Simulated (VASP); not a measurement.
# ScZn3 (Fm-3m) in VASP: a series of runs

Runs on ScZn3. Level: LDA. Tasks: single point.

All numbers are computed with VASP 6.6.1; they aren't measurements. Logs are shortened: lines on timing, memory, paths and dates and some standing lists are left out, and cuts for length are marked.

## Step 1: The cell of the first run

The structure is cubic, space group Fm-3m (No. 225). Conventional cell: a = 6.140 Å, b = 6.140 Å, c = 6.140 Å, α = 90.00°, β = 90.00°, γ = 90.00°. Sc (site symmetry m-3m) has 14 Zn at 2.66 to 3.07 Å within 3.5 Å. Within 3.5 Å of Zn (site symmetry -43m) lie 4 Sc at 2.66 Å and 10 Zn at 2.66 to 3.07 Å. Within 3.5 Å of Zn (site symmetry m-3m) lie 8 Zn at 2.66 Å and 6 Sc at 3.07 Å.

## Step 2: Single point, LDA

Contents of INCAR:

```
SYSTEM = ScZn3
PREC     = Accurate       ! precision mode
ENCUT    = 520            ! plane-wave cutoff, eV
EDIFF    = 1E-6           ! SCF threshold, eV
ISMEAR   = 0              ! smearing method
SIGMA    = 0.15           ! smearing width, eV
LREAL    = .False.        ! projectors in reciprocal space
LASPH    = .True.         ! aspherical terms in the spheres
NELM     = 80             ! most SCF steps
ALGO     = Normal         ! electronic algorithm
ISIF     = 2              ! what is computed and relaxed
LWAVE    = .False.        ! write WAVECAR
LCHARG   = .False.        ! write CHGCAR
GGA      = CA             ! functional
NBANDS   = 32             ! bands
```

Contents of KPOINTS:

```
Automatic mesh
0
Gamma
  6 6 6
  0 0 0
```

Contents of POSCAR:

```
ScZn3
1.0
    0.0000000000      3.0698677000      3.0698677000
    3.0698677000      0.0000000000      3.0698677000
    3.0698677000      3.0698677000      0.0000000000
Sc Zn
1 3
Direct
    0.0000000000      0.0000000000      0.0000000000
    0.2500000000      0.2500000000      0.2500000000
    0.7500000000      0.7500000000      0.7500000000
    0.5000000000      0.5000000000      0.5000000000
```

Potentials or basis: VASP PAW LDA potentials, release 64 (Sc_sv, Zn).

Run with:

```
$ cat potpaw_LDA.64/Sc_sv/POTCAR potpaw_LDA.64/Zn/POTCAR > POTCAR
$ mpirun -np 1 vasp_std > vasp.out
```

OUTCAR:

```text
SYSTEM = ScZn3
   PREC = Accurate
   ENCUT = 520
   EDIFF = 1E-6
   ISMEAR = 0
   LREAL = .False.
   LASPH = .True.
   NELM = 80
   ISIF = 2
   GGA = CA

 ion  position               nearest neighbor table
   1  0.000  0.000  0.000-   3 2.66   2 2.66   3 2.66   2 2.66   3 2.66   3 2.66   2 2.66   2 2.66
                             4 3.07   4 3.07   4 3.07   4 3.07   4 3.07   4 3.07
   2  0.250  0.250  0.250-   1 2.66   1 2.66   4 2.66   4 2.66   1 2.66   1 2.66   4 2.66   4 2.66

   3  0.750  0.750  0.750-   4 2.66   1 2.66   4 2.66   1 2.66   4 2.66   4 2.66   1 2.66   1 2.66

   4  0.500  0.500  0.500-   2 2.66   2 2.66   3 2.66   3 2.66   2 2.66   2 2.66   3 2.66   3 2.66
                             1 3.07   1 3.07   1 3.07   1 3.07   1 3.07   1 3.07

  LATTYP: Found a face centered cubic cell.
 ALAT       =     6.1397354000

  Lattice vectors:

 A1 = (   0.0000000000,   3.0698677000,   3.0698677000)
 A2 = (   3.0698677000,   0.0000000000,   3.0698677000)
 A3 = (   3.0698677000,   3.0698677000,   0.0000000000)

Analysis of symmetry for initial positions (statically):
=====================================================================
 Subroutine PRICEL returns:
 Original cell was already a primitive cell.

 Routine SETGRP: Setting up the symmetry group for a
 face centered cubic supercell.

 Subroutine GETGRP returns: Found 48 space group operations
 (whereof 48 operations were pure point group operations)
 out of a pool of 48 trial point group operations.

The static configuration has the point symmetry O_h .

Analysis of symmetry for dynamics (positions and initial velocities):
=====================================================================
 Subroutine PRICEL returns:
 Original cell was already a primitive cell.

 Routine SETGRP: Setting up the symmetry group for a
 face centered cubic supercell.

 Subroutine GETGRP returns: Found 48 space group operations
 (whereof 48 operations were pure point group operations)
 out of a pool of 48 trial point group operations.

The dynamic configuration has the point symmetry O_h .

 Subroutine INISYM returns: Found 48 space group operations
 (whereof 48 operations are pure point group operations),
 and found     1 'primitive' translations

----------------------------------------------------------------------------------------

                                     Primitive cell

  volume of cell :      57.8614

[... 82 lines left out ...]
   NELM   =     80;   NELMIN=  2; NELMDL= -5     # of ELM steps
   EDIFF  = 0.1E-05   stopping-criterion for ELM
   LREAL  =      F    real-space projection
   EDIFFG = 0.1E-04   stopping-criterion for IOM
   NSW    =      0    number of steps for IOM
   IBRION =     -1    ionic relax: 0-MD 1-quasi-New 2-CG
   NFREE  =      0    steps in history (QN), initial steepest desc. (CG)
   ISIF   =      2    stress and relaxation
   ISYM   =      2    0-nonsym 1-usesym 2-fastsym
   POTIM  = 0.5000    time-step for ionic-motion
   TEBEG  =    0.0;   TEEND  =   0.0 temperature during run
   PSTRESS=    0.0 pullay stress
   NELECT =      47.0000    total number of electrons
   NUPDOWN=      -1.0000    fix difference up-down
   EMIN   =  10.00;   EMAX   =-10.00  energy-range for DOS
   EFERMI =   0.00;   METHOD = LEGACY
   ISMEAR =     0;   SIGMA  =   0.15  broadening in eV -4-tet -1-fermi 0-gaus
   EFERMI_NEDOS =   21; number of points for ismear=-14 and -15
   IALGO  =     38    algorithm
   IMIX   =      4    mixing-type and parameters
     AMIX     =   0.40;   BMIX     =  1.00
     AMIX_MAG =   1.60;   BMIX_MAG =  1.00
  volume/ion in A,a.u.               =      14.47        97.62
  Fermi-wavevector in a.u.,A,eV,Ry     =   1.527488  2.886534 31.745378  2.333219
  Thomas-Fermi vector in A             =   2.635377
   LORBIT       =      0    0 simple, 1 ext, 2 COOP (PROOUT), +10 PAW based schemes
   GGA     = CA    functional components
   LHFCALC =     F    Hartree Fock is set to
   AEXX    =    0.0000 exact exchange contribution
   IVDW    =     0    specifies the selected vdW correction
   LEPSILON=     F    determine dielectric tensor
   LRPA    =     F    only Hartree local field effects (RPA)
 non-spin polarized calculation
 Gauss-broadening in eV      SIGMA  =   0.15
  energy-cutoff  :      520.00
  volume of cell :       57.86
 maximum number of plane-waves:      1588
   NGX = 17   NGY = 17   NGZ = 17

 number of electron      47.0000031 magnetization

 Free energy of the ion-electron system (eV)
  ---------------------------------------------------
  ext. energy  EPLUGINS =         0.00000000
  ---------------------------------------------------
  free energy    TOTEN  =       -13.68023458 eV

  energy without entropy =      -13.66240762  energy(sigma->0) =      -13.67132110

 E-fermi :   4.2956     XC(G=0): -12.2904

 val. band max:        4.2694973573   @ k =  -0.1667   0.1667   0.0000
 cond. band min:       4.5488949128   @ k =   0.5000   0.1667   0.0000
 fundamental gap:      0.2793975555
 Fermi energy:         4.2956017469

 k-point     1 :       0.0000    0.0000    0.0000
  band No.  band energies     occupation
      1     -44.3495      2.00000
      2     -23.4105      2.00000
      3     -23.4105      2.00000
      4     -23.4105      2.00000
      5      -5.6170      2.00000
      6      -4.0409      2.00000
[... 549 lines left out ...]
     31      11.7155      0.00000
     32      13.0468      0.00000

------------------------ aborting loop because EDIFF is reached ----------------------------------------

  FORCE on cell =-STRESS in cart. coord.  units (eV):
  Direction    XX          YY          ZZ          XY          YZ          ZX
  --------------------------------------------------------------------------------------
  -------------------------------------------------------------------------------------
  Total        0.6807703      0.6807703      0.6807703     -0.0000000      0.0000000     -0.0000000
  in kB       18.8504703     18.8504703     18.8504703     -0.0000000      0.0000000     -0.0000000
  external PRESSURE =      18.8504703 kB  Pullay stress =       0.0000000 kB

 VOLUME and BASIS-vectors are now :
 -----------------------------------------------------------------------------
  energy-cutoff  :      520.00
  volume of cell :       57.86
      direct lattice vectors                 reciprocal lattice vectors
     0.000000000  3.069867700  3.069867700    -0.162873468  0.162873468  0.162873468
     3.069867700  0.000000000  3.069867700     0.162873468 -0.162873468  0.162873468
     3.069867700  3.069867700  0.000000000     0.162873468  0.162873468 -0.162873468

 POSITION                                       TOTAL-FORCE (eV/Angst)
 -----------------------------------------------------------------------------------
      0.00000      0.00000      0.00000         0.000000      0.000000      0.000000
      1.53493      1.53493      1.53493        -0.000000     -0.000000     -0.000000
      4.60480      4.60480      4.60480        -0.000000      0.000000      0.000000
      3.06987      3.06987      3.06987         0.000000      0.000000      0.000000
 -----------------------------------------------------------------------------------
    total drift:                                0.000000     -0.000000      0.000000

  FREE ENERGIE OF THE ION-ELECTRON SYSTEM (eV)
  ---------------------------------------------------
  free  energy   TOTEN  =       -13.6802345832 eV

  energy  without entropy=      -13.6624076242  energy(sigma->0) =      -13.67132110
```

OSZICAR:

```text
N       E                     dE             d eps       ncg     rms          rms(c)
DAV:   1     0.348605569502E+03    0.34861E+03   -0.21343E+04  1032   0.215E+03
DAV:   2     0.910326154089E+01   -0.33950E+03   -0.32984E+03  1024   0.477E+02
DAV:   3    -0.145848787487E+02   -0.23688E+02   -0.23428E+02  1408   0.147E+02
DAV:   4    -0.149012139883E+02   -0.31634E+00   -0.31597E+00  1144   0.161E+01
DAV:   5    -0.149083422528E+02   -0.71283E-02   -0.71280E-02  1376   0.257E+00    0.104E+01
DAV:   6    -0.137583994911E+02    0.11499E+01   -0.34788E+00  1384   0.287E+01    0.469E+00
DAV:   7    -0.137040725235E+02    0.54327E-01   -0.27729E-01  1424   0.727E+00    0.201E+00
DAV:   8    -0.136848750906E+02    0.19197E-01   -0.32967E-02  1480   0.528E+00    0.106E+00
DAV:   9    -0.136801307800E+02    0.47443E-02   -0.86382E-03  1328   0.153E+00    0.758E-02
DAV:  10    -0.136802337413E+02   -0.10296E-03   -0.15571E-03  1352   0.438E-01    0.564E-02
DAV:  11    -0.136802334760E+02    0.26538E-06   -0.65279E-05  1240   0.319E-01    0.214E-02
DAV:  12    -0.136802342998E+02   -0.82383E-06   -0.46137E-05  1416   0.109E-01    0.573E-03
DAV:  13    -0.136802345832E+02   -0.28345E-06   -0.62668E-06  1112   0.661E-02
   1 F= -.13680235E+02 E0= -.13671321E+02  d E =-.178270E-01
```

Wall time 20 s (1 thread of Intel Xeon Platinum 8375C at 2.90GHz (Ice Lake), shared host); peak memory 0.16 GiB.

What came out:

```
Free energy : -13.6802 eV
Pressure    : 1.9 GPa
```

(Part 1 of 2 ends here.)
